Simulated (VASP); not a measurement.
# TaN (P-6m2) in VASP: a series of runs

Aim: see how the results for TaN move with the level of theory and the settings. Levels: PBE, PBEsol, LDA. Tasks: electric field gradients.

Program: VASP 6.6.1. These are calculated values, not measurements. Logs are shortened: lines on timing, memory, paths and dates and some standing lists are left out, and cuts for length are marked.

### 1 The cell of the first run

The structure is hexagonal, space group P-6m2 (No. 187). The conventional cell has a = 2.983 Å, b = 2.983 Å, c = 2.797 Å, α = 90.00°, β = 90.00°, γ = 120.00°. Ta (site symmetry -6m2) has 6 N at 2.22 Å and 2 Ta at 2.80 Å within 2.9 Å. N (site symmetry -6m2) has 6 Ta at 2.22 Å and 2 N at 2.80 Å within 2.9 Å.

### 2 Electric field gradients, PBE (z stretched by -3 % at fixed volume)

INCAR reads:

```
PREC = Accurate ; ENCUT = 520
EDIFF = 1E-8 ; ISMEAR = -1
SIGMA = 0.02 ; LREAL = False
LASPH = True ; NELM = 120
ALGO = Normal ; ISIF = 2
LWAVE = False ; LCHARG = False
GGA = PE ; LEFG = True
NBANDS = 16 ; GGA_COMPAT = False
```

KPOINTS reads:

```
regular mesh
0
Gamma
  12 12 10
```

POSCAR reads:

```
TaN
1.0
    2.9830858739      0.0000000000      0.0000000000
   -1.4915429370      2.5834281485      0.0000000000
    0.0000000000      0.0000000000      2.7965100000
Ta N
1 1
Direct
    0.3333333333      0.6666666667      0.5000000000
    0.0000000000      0.0000000000      0.0000000000
```

Potentials or basis: VASP PAW PBE potentials, release 64 (Ta_sv_GW, N).

Run with:

```
$ cat potpaw_PBE.64/Ta_sv_GW/POTCAR potpaw_PBE.64/N/POTCAR > POTCAR
$ mpirun -np 1 vasp_std > vasp.out
```

OUTCAR:

```text
PREC = Accurate
   ENCUT = 520
   EDIFF = 1E-8
   ISMEAR = -1
   LREAL = False
   LASPH = True
   NELM = 120
   ISIF = 2
   GGA = PE

 ion  position               nearest neighbor table
   1  0.333  0.667  0.500-   2 2.22   2 2.22   2 2.22   2 2.22   2 2.22   2 2.22
   2  0.000  0.000  0.000-   1 2.22   1 2.22   1 2.22   1 2.22   1 2.22   1 2.22

  LATTYP: Found a hexagonal cell.
 ALAT       =     2.9830858739
 C/A-ratio  =     0.9374554130

  Lattice vectors:

 A1 = (   2.9830858739,   0.0000000000,   0.0000000000)
 A2 = (  -1.4915429370,   2.5834281485,   0.0000000000)
 A3 = (   0.0000000000,   0.0000000000,   2.7965100000)

Analysis of symmetry for initial positions (statically):
=====================================================================
 Subroutine PRICEL returns:
 Original cell was already a primitive cell.

 Routine SETGRP: Setting up the symmetry group for a
 hexagonal supercell.

 Subroutine GETGRP returns: Found 12 space group operations
 (whereof 12 operations were pure point group operations)
 out of a pool of 24 trial point group operations.

The static configuration has the point symmetry D_3h.

Analysis of symmetry for dynamics (positions and initial velocities):
=====================================================================
 Subroutine PRICEL returns:
 Original cell was already a primitive cell.

 Routine SETGRP: Setting up the symmetry group for a
 hexagonal supercell.

 Subroutine GETGRP returns: Found 12 space group operations
 (whereof 12 operations were pure point group operations)
 out of a pool of 24 trial point group operations.

The dynamic configuration has the point symmetry D_3h.

 Subroutine INISYM returns: Found 12 space group operations
 (whereof 12 operations are pure point group operations),
 and found     1 'primitive' translations

----------------------------------------------------------------------------------------

                                     Primitive cell

  volume of cell :      21.5516

  direct lattice vectors                    reciprocal lattice vectors
     2.983085874  0.000000000  0.000000000     0.335223337  0.193541284  0.000000000
    -1.491542937  2.583428148  0.000000000     0.000000000  0.387082567  0.000000000
     0.000000000  0.000000000  2.796510000     0.000000000  0.000000000  0.357588566

  length of vectors
     2.983085874  2.983085874  2.796510000     0.387082567  0.387082567  0.357588566

  position of ions in fractional coordinates (direct lattice)
     0.333333333  0.666666667  0.500000000
     0.000000000  0.000000000  0.000000000

  ion indices of the primitive-cell ions
   primitive index   ion index
                 1           1
                 2           2

----------------------------------------------------------------------------------------

 KPOINTS: regular mesh

Automatic generation of k-mesh.
 Grid dimensions read from file:
 generate k-points for:   12   12   10

 Generating k-lattice:

  Cartesian coordinates                     Fractional coordinates (reciprocal lattice)
     0.027935278  0.016128440  0.000000000     0.083333333  0.000000000  0.000000000
     0.000000000  0.032256881  0.000000000     0.000000000  0.083333333  0.000000000
     0.000000000  0.000000000  0.035758857     0.000000000  0.000000000  0.100000000

  Length of vectors
     0.032256881  0.032256881  0.035758857

  Shift w.r.t. Gamma in fractional coordinates (k-lattice)
     0.000000000  0.000000000  0.000000000

 Subroutine IBZKPT returns following result:
 ===========================================

 Found    114 irreducible k-points:

 Following reciprocal coordinates:
            Coordinates               Weight
  0.000000  0.000000  0.000000      1.000000
  0.083333 -0.000000  0.000000      6.000000
  0.166667 -0.000000  0.000000      6.000000
  0.250000  0.000000  0.000000      6.000000
  0.333333 -0.000000  0.000000      6.000000
  0.416667 -0.000000  0.000000      6.000000
[... 16 lines left out ...]
  0.250000  0.000000  0.100000     12.000000
  0.333333 -0.000000  0.100000     12.000000
 [... further k-points ...]
   k-points           NKPTS =    114   k-points in BZ     NKDIM =    114   number of bands    NBANDS=     16
   number of dos      NEDOS =    301   number of ions     NIONS =      2
   total plane-waves  NPLWV =  13824
   dimension x,y,z NGX =    24 NGY =   24 NGZ =   24
   dimension x,y,z NGXF=    48 NGYF=   48 NGZF=   48
   ions per type =               1   1
   NGX,Y,Z   is equivalent  to a cutoff of  13.38, 13.38, 14.27 a.u.
   NGXF,Y,Z  is equivalent  to a cutoff of  26.75, 26.75, 28.53 a.u.
 SYSTEM =  unknown system
   PREC   = accura    normal or accurate (medium, high low for compatibility)
   ISTART =      0    job   : 0-new  1-cont  2-samecut
   ICHARG =      2    charge: 1-file 2-atom 10-const
   ISPIN  =      1    spin polarized calculation?
   LNONCOLLINEAR =      F non collinear calculations
   LSORBIT =      F    spin-orbit coupling
   LASPH  =      T    aspherical Exc in radial PAW
   ENCUT  =  520.0 eV  38.22 Ry    6.18 a.u.   5.55  5.55  5.20*2*pi/ulx,y,z
   NELM   =    120;   NELMIN=  2; NELMDL= -5     # of ELM steps
   EDIFF  = 0.1E-07   stopping-criterion for ELM
   LREAL  =      F    real-space projection
   EDIFFG = 0.1E-06   stopping-criterion for IOM
   NSW    =      0    number of steps for IOM
   IBRION =     -1    ionic relax: 0-MD 1-quasi-New 2-CG
   NFREE  =      0    steps in history (QN), initial steepest desc. (CG)
   ISIF   =      2    stress and relaxation
   ISYM   =      2    0-nonsym 1-usesym 2-fastsym
   POTIM  = 0.5000    time-step for ionic-motion
   TEBEG  =    0.0;   TEEND  =   0.0 temperature during run
   PSTRESS=    0.0 pullay stress
   NELECT =      18.0000    total number of electrons
   NUPDOWN=      -1.0000    fix difference up-down
   EMIN   =  10.00;   EMAX   =-10.00  energy-range for DOS
   EFERMI =   0.00;   METHOD = LEGACY
   ISMEAR =    -1;   SIGMA  =   0.02  broadening in eV -4-tet -1-fermi 0-gaus
   EFERMI_NEDOS =   21; number of points for ismear=-14 and -15
   IALGO  =     38    algorithm
   IMIX   =      4    mixing-type and parameters
     AMIX     =   0.40;   BMIX     =  1.00
     AMIX_MAG =   1.60;   BMIX_MAG =  1.00
  volume/ion in A,a.u.               =      10.78        72.72
  Fermi-wavevector in a.u.,A,eV,Ry     =   1.541722  2.913433 32.339793  2.376908
  Thomas-Fermi vector in A             =   2.647628
   LORBIT       =      0    0 simple, 1 ext, 2 COOP (PROOUT), +10 PAW based schemes
   GGA     = PE    functional components
[... 5 lines left out ...]
 non-spin polarized calculation
  energy-cutoff  :      520.00
  volume of cell :       21.55
 maximum number of plane-waves:       599
 NGX is ok and might be reduce to    24
   NGX = 11   NGY = 11   NGZ = 11

 number of electron      18.0000000 magnetization

 Free energy of the ion-electron system (eV)
  ---------------------------------------------------
  ext. energy  EPLUGINS =         0.00000000
  ---------------------------------------------------
  free energy    TOTEN  =       -24.89180939 eV

  energy without entropy =      -24.89172661  energy(sigma->0) =      -24.89176800

 E-fermi :  12.4986     XC(G=0): -13.6754

 val. band max:       12.4654600339   @ k =   0.0000   0.0000   0.4000
 cond. band min:      12.6625864562   @ k =   0.0833  -0.0000   0.4000
 fundamental gap:      0.1971264223
 Fermi energy:        12.4985938640

 k-point     1 :       0.0000    0.0000    0.0000
  band No.  band energies     occupation
      1     -56.0710      2.00000
      2     -22.2330      2.00000
      3     -22.1609      2.00000
      4     -22.1609      2.00000
      5      -5.3478      2.00000
      6       7.5476      2.00000
[... 8 lines left out ...]
     15      25.5336      0.00000
     16      28.2993      0.00000

 k-point     2 :       0.0833   -0.0000    0.0000
  band No.  band energies     occupation
      1     -56.0667      2.00000
      2     -22.2272      2.00000
      3     -22.2251      2.00000
      4     -22.1750      2.00000
      5      -5.2102      2.00000
      6       7.1450      2.00000
[... 8 lines left out ...]
     15      25.4774      0.00000
     16      28.5641      0.00000

 k-point     3 :       0.1667   -0.0000    0.0000
  band No.  band energies     occupation
      1     -56.0552      2.00000
      2     -22.4050      2.00000
      3     -22.2135      2.00000
      4     -22.2034      2.00000
      5      -4.8310      2.00000
      6       6.3008      2.00000
[... 8 lines left out ...]
     15      25.4019      0.00000
     16      29.3008      0.00000

 k-point     4 :       0.2500    0.0000    0.0000
  band No.  band energies     occupation
      1     -56.0394      2.00000
      2     -22.6396      2.00000
      3     -22.2655      2.00000
      4     -22.1738      2.00000
      5      -4.3019      2.00000
      6       5.4266      2.00000
[... 8 lines left out ...]
     15      25.5068      0.00000
     16      29.8326      0.00000

 k-point     5 :       0.3333   -0.0000    0.0000
  band No.  band energies     occupation
      1     -56.0235      2.00000
      2     -22.8656      2.00000
      3     -22.3169      2.00000
      4     -22.1438      2.00000
      5      -3.7537      2.00000
      6       4.7240      2.00000
[... 8 lines left out ...]
     15      25.6781      0.00000
     16      28.2985      0.00000

 k-point     6 :       0.4167   -0.0000    0.0000
  band No.  band energies     occupation
      1     -56.0118      2.00000
      2     -23.0256      2.00000
      3     -22.3539      2.00000
      4     -22.1217      2.00000
      5      -3.3353      2.00000
      6       4.2800      2.00000
[... 8 lines left out ...]
     15      24.5739      0.00000
     16      27.8480      0.00000
[... 267 lines left out ...]
 k-point    21 :       0.0833   -0.0000    0.1000
  band No.  band energies     occupation
      1     -56.0598      2.00000
      2     -22.3452      2.00000
      3     -22.2150      2.00000
      4     -22.1644      2.00000
      5      -5.0032      2.00000
      6       7.2557      2.00000
[... 8 lines left out ...]
     15      25.6979      0.00000
     16      28.7533      0.00000

 k-point    22 :       0.1667   -0.0000    0.1000
  band No.  band energies     occupation
      1     -56.0484      2.00000
      2     -22.3968      2.00000
      3     -22.3150      2.00000
      4     -22.2025      2.00000
      5      -4.6537      2.00000
      6       6.4234      2.00000
[... 8 lines left out ...]
     15      25.2892      0.00000
     16      29.3636      0.00000

 k-point    23 :       0.2500    0.0000    0.1000
  band No.  band energies     occupation
      1     -56.0326      2.00000
      2     -22.6254      2.00000
      3     -22.2855      2.00000
      4     -22.2540      2.00000
      5      -4.1713      2.00000
      6       5.5430      2.00000
[... 8 lines left out ...]
     15      25.2415      0.00000
     16      29.5225      0.00000

 k-point    24 :       0.3333   -0.0000    0.1000
  band No.  band energies     occupation
      1     -56.0168      2.00000
      2     -22.8483      2.00000
      3     -22.3049      2.00000
      4     -22.2529      2.00000
      5      -3.6787      2.00000
      6       4.8218      2.00000
[... 8 lines left out ...]
     15      25.4251      0.00000
     16      28.2400      0.00000

 [... further k-points ...]
[... 5 lines left out ...]
  --------------------------------------------------------------------------------------
  -------------------------------------------------------------------------------------
  Total       -0.5688027     -0.5688027      3.6110955      0.0000000     -0.0000000      0.0000000
  in kB      -42.2857204    -42.2857204    268.4547159      0.0000000     -0.0000000      0.0000000
  external PRESSURE =      61.2944250 kB  Pullay stress =       0.0000000 kB

 VOLUME and BASIS-vectors are now :
 -----------------------------------------------------------------------------
  energy-cutoff  :      520.00
  volume of cell :       21.55
      direct lattice vectors                 reciprocal lattice vectors
     2.983085874  0.000000000  0.000000000     0.335223337  0.193541284  0.000000000
    -1.491542937  2.583428148  0.000000000     0.000000000  0.387082567  0.000000000
     0.000000000  0.000000000  2.796510000     0.000000000  0.000000000  0.357588566

 POSITION                                       TOTAL-FORCE (eV/Angst)
 -----------------------------------------------------------------------------------
     -0.00000      1.72229      1.39826         0.000000      0.000000      0.000000
      0.00000      0.00000      0.00000        -0.000000      0.000000      0.000000
 -----------------------------------------------------------------------------------
    total drift:                                0.000000     -0.000000     -0.000000

  FREE ENERGIE OF THE ION-ELECTRON SYSTEM (eV)
  ---------------------------------------------------
  free  energy   TOTEN  =       -24.8918093928 eV

  energy  without entropy=      -24.8917266062  energy(sigma->0) =      -24.89176800

 Electric field gradients (V/A^2)
---------------------------------------------------------------------
 ion       V_xx      V_yy      V_zz      V_xy      V_xz      V_yz
---------------------------------------------------------------------
   1      -2.200    -2.199     4.399     0.000     0.000    -0.000
   2       3.871     3.872    -7.744     0.001     0.000     0.000
---------------------------------------------------------------------

 Electric field gradients after diagonalization (V/A^2)
 (convention: |V_zz| > |V_xx| > |V_yy|)
----------------------------------------------------------------------
 ion       V_xx      V_yy      V_zz     asymmetry (V_yy - V_xx)/ V_zz
----------------------------------------------------------------------
   1      -2.200    -2.199     4.399       0.000
   2       3.873     3.871    -7.744       0.000
----------------------------------------------------------------------

           NMR quadrupolar parameters

 Cq : quadrupolar parameter    Cq=e*Q*V_zz/h
 eta: asymmetry parameters     (V_yy - V_xx)/ V_zz
 Q  : nuclear electric quadrupole moment in mb (millibarn)
----------------------------------------------------------------------
 ion       Cq(MHz)       eta       Q (mb)
----------------------------------------------------------------------
   1       0.011       0.000       1.000
   2      -0.019       0.000       1.000
----------------------------------------------------------------------
```

Wall time 50 s (1 thread of AMD EPYC 7R13 (Zen 3), shared host); peak memory 0.14 GiB.

What came out:

- Free energy: -24.8918 eV
- Pressure: 6.1 GPa
- Band gap on the k mesh: zero (band 9 reaches 12.82 eV, above the bottom of band 10 at 12.44 eV)

Electric field gradients, principal values (V/Å²):
```csv
atom,least,middle,greatest (by size)
1 Ta,-2.199,-2.200,4.399
2 N,3.871,3.873,-7.744
```

Caveat: without QUAD_EFG the Cq values of the log hold for a quadrupole moment of 1 mb, not for the nuclei; spin-orbit coupling is left out, which moves the levels of the heavy elements.

(Part 1 of 3 ends here.)
